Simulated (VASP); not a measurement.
A run of VASP 6.6.1 is set up as follows.

The input INCAR:

```
  PREC = Accurate
  ENCUT = 520
  EDIFF = 1E-7
  ISMEAR = 0
  SIGMA = 0.1
  LREAL = F
  LASPH = T
  NELM = 100
  ALGO = Normal
  ISIF = 2
  LWAVE = F
  LCHARG = F
  GGA = PE
  NBANDS = 31
```

Contents of KPOINTS:

```
regular mesh
0
Gamma
  6 6 6
```

File POSCAR:

```
BeZn2Se3
1.0
   -1.9264520500      1.9264520500      8.1732438500
    1.9264520500     -1.9264520500      8.1732438500
    1.9264520500      1.9264520500     -8.1732438500
Be Zn Se
1 2 3
Direct
    0.5000000000      0.5000000000      0.0000000000
    0.8333333300      0.8333333300      0.0000000000
    0.1666666700      0.1666666700      0.0000000000
    0.4166666700      0.9166666700      0.5000000000
    0.0833333300      0.5833333300      0.5000000000
    0.7500000000      0.2500000000      0.5000000000
```

Potentials or basis: VASP PAW PBE potentials, release 64 (Be, Zn, Se).

Launch:

```sh
$ cat potpaw_PBE.64/Be/POTCAR potpaw_PBE.64/Zn/POTCAR potpaw_PBE.64/Se/POTCAR > POTCAR
$ mpirun -np 1 vasp_std > vasp.out
```

Task: Predict the largest force.

Result: 1.811 eV/Å.

Task: What does it give for the band gap on the k mesh?

Result: 2.21 eV, direct.

Task: Estimate the pressure.

Result: 5.5 GPa.

Forces in eV/Å, atoms in the order of the input:
```
Be   0.000  0.000  0.000
Zn   0.000  0.000  0.064
Zn   0.000  0.000 -0.064
Se   0.000  0.000  1.811
Se   0.000  0.000 -1.811
Se   0.000  0.000  0.000
```

Caveat: forces of over 1 eV/Å act on the atoms, so gaps and moduli don't describe the material at rest. A k mesh can miss the band edges.
